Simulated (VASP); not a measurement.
Here is a VASP 6.6.1 calculation.

File INCAR:

```
SYSTEM = NaH
ALGO     = Normal         ! electronic algorithm
EDIFF    = 1E-6           ! SCF threshold, eV
ENCUT    = 500            ! plane-wave cutoff, eV
GGA_COMPAT= .False.      
ISIF     = 2              ! what is computed and relaxed
ISMEAR   = 0              ! smearing method
LASPH    = .True.         ! aspherical terms in the spheres
LCHARG   = .True.         ! write CHGCAR
LELF     = .True.         ! ELF
LREAL    = .False.        ! projectors in reciprocal space
LVHAR    = .True.       
LWAVE    = .False.        ! write WAVECAR
NBANDS   = 11             ! bands
NELM     = 120            ! most SCF steps
PREC     = Accurate       ! precision mode
SIGMA    = 0.01           ! smearing width, eV
```

File KPOINTS:

```
k-points
0
Gamma
  8 8 8
  0 0 0
```

POSCAR

```
NaH
1.0
    0.0117276838      2.3514006093      2.3514006093
    2.3514006093      0.0117276838      2.3514006093
    2.3514006093      2.3514006093      0.0117276838
Na H
1 1
Direct
    0.0000000000      0.0000000000      0.0000000000
    0.5000000000      0.5000000000      0.5000000000
```

Potentials or basis: VASP PAW LDA potentials, release 64 (Na_pv, H).

The run is started by

```sh
$ cat potpaw_LDA.64/Na_pv/POTCAR potpaw_LDA.64/H/POTCAR > POTCAR
$ mpirun -np 1 vasp_std > vasp.out
```

What does it give for the band gap on the k mesh?

3.50 eV (least direct gap 4.49 eV).

Estimate the pressure.

-0.1 GPa.

Stress tensor (GPa, compression positive):
```
-0.12 -0.12 -0.12
-0.12 -0.12 -0.12
-0.12 -0.12 -0.12
```

Caveat: the cell differs from its parent crystal (equal xy, yz and zx engineering shears of +0.5 %). A k mesh can miss the band edges.
